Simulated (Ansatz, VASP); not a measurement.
Two plane-wave programs on BaS

```xyz
2
Lattice="0.0000 2.3662 2.3662 2.3662 0.0000 2.3662 2.3662 2.3662 0.0000" Properties=species:S:1:pos:R:3 pbc="T T T"
Ba    0.0000    0.0000    0.0000
S     2.3662    2.3662    2.3662
```

Change from the starting cell: volume scaled by 0.43, PAW files.

Alike in both runs: task single point; functional LDA; k mesh 11 × 11 × 11; occupations fermi-dirac, width 0.1 eV; no spin polarisation.

|  | VASP | Ansatz |
| --- | --- | --- |
| version | VASP 6.6.1 | Ansatz 0.2.0 |
| potentials or method | VASP PAW LDA potentials, release 64 (Ba_sv, S) | PAW with Ansatz's default frozen-core files, scalar-relativistic |
| plane-wave cutoff (eV) | 500 | 420 |
| valence electrons in the cell | 16 | 16 |

|  | VASP | Ansatz | Ansatz less VASP |
| --- | --- | --- | --- |
| pressure (GPa) | 207.9 | 180.6 | -27.32 |

LDA's correlation is that of Perdew and Zunger in VASP and of Perdew and Wang (1992) in Ansatz. The pressures are high and differ by over a tenth, so treat them with care.

Spin-orbit coupling is off throughout. Noted on VASP's run: the cell as given lies far from equilibrium.
